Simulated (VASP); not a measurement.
Here is a VASP 6.6.1 calculation.

File INCAR:

```
  PREC = Accurate
  ENCUT = 600
  EDIFF = 1E-6
  ISMEAR = -1
  SIGMA = 0.05
  LREAL = False
  LASPH = True
  NELM = 100
  ALGO = Normal
  ISIF = 3
  LWAVE = False
  LCHARG = False
  GGA = CA
  IBRION = 2
  NSW = 60
  EDIFFG = -0.01
```

The input KPOINTS:

```
Automatic mesh
0
Gamma
  8 8 4
```

Contents of POSCAR:

```
Ge
1.0
    3.9975858431      0.0000000000      0.0000000000
   -1.9987929216      3.4620108940      0.0000000000
    0.0000000000      0.0000000000      6.5993779500
Ge
4
Direct
    0.3333333333      0.6666666667      0.9370987500
    0.6666666667      0.3333333333      0.4370987500
    0.3333333333      0.6666666667      0.5629012500
    0.6666666667      0.3333333333      0.0629012500
```

Potentials or basis: VASP PAW LDA potentials, release 64 (Ge_d).

Launch:

```console
$ cat potpaw_LDA.64/Ge_d/POTCAR > POTCAR
$ mpirun -np 1 vasp_std > vasp.out
```

(1) What does it give for the band gap on the k mesh?

(2) Predict the relaxed cell.

(3) Estimate the relaxed volume.

## Answers

(1) zero (bands 28 and 29 overlap by 0.01 eV).

(2) a = 3.962 Å, b = 3.962 Å, c = 6.531 Å, α = 90.00°, β = 90.00°, γ = 120.00°.

(3) 22.19 Å³/atom.

Caveat: semilocal functionals underestimate gaps, so a narrow gap can read as zero.
